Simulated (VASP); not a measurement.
Set up this calculation in VASP 6.6.1, as the native input.

```yaml
Task: single point
Functional: PBE
Potentials_or_basis: VASP PAW PBE potentials, release 64 (Ti_sv, C)
Cutoff: 520 eV
k_mesh: 18 × 18 × 18
Occupations: gaussian, width 0.15 eV
Spin: no spin polarisation
Dipole_correction: no
Further_INCAR_settings: ALGO = Normal; EDIFF = 1e-07; NBANDS = 15
```

The structure of TiC lies in POSCAR:

```
TiC
1.0
    0.0000000000      2.1640000000      2.1640000000
    2.1640000000      0.0000000000      2.1640000000
    2.1640000000      2.1640000000      0.0000000000
Ti C
1 1
Direct
    0.0000000000      0.0000000000      0.0000000000
    0.5086645102      0.4913354898      0.5086645102
```

This cell differs from its parent crystal: all C atoms moved +0.037 Å, as atom 2 along Cartesian [0 1 0].

One way to write it, as run:

INCAR

```
SYSTEM = TiC
PREC = Accurate
ENCUT = 520
EDIFF = 1E-7
ISMEAR = 0
SIGMA = 0.15
LREAL = .False.
LASPH = .True.
NELM = 60
ALGO = Normal
ISIF = 2
LWAVE = .False.
LCHARG = .True.
GGA = PE
LELF = .True.
LVHAR = .True.
NBANDS = 15
```

KPOINTS

```
Automatic mesh
0
Gamma
  18 18 18
  0 0 0
```

Potentials or basis: VASP PAW PBE potentials, release 64 (Ti_sv, C).

The run is started by

```sh
$ cat potpaw_PBE.64/Ti_sv/POTCAR potpaw_PBE.64/C/POTCAR > POTCAR
$ mpirun -np 1 vasp_std > vasp.out
```

It gave:

```
Pressure               : 1.3 GPa
Largest force          : 0.353 eV/Å
Band gap on the k mesh : zero (band 8 reaches 10.13 eV, above the bottom of band 9 at 9.03 eV)
```

Caveat: the cell differs from its parent crystal (all C atoms moved +0.037 Å, as atom 2 along Cartesian [0 1 0]).

Run time: 95 s on 1 thread of Intel Xeon 6975P-C, with other jobs on the host, peak memory 0.26 GiB.
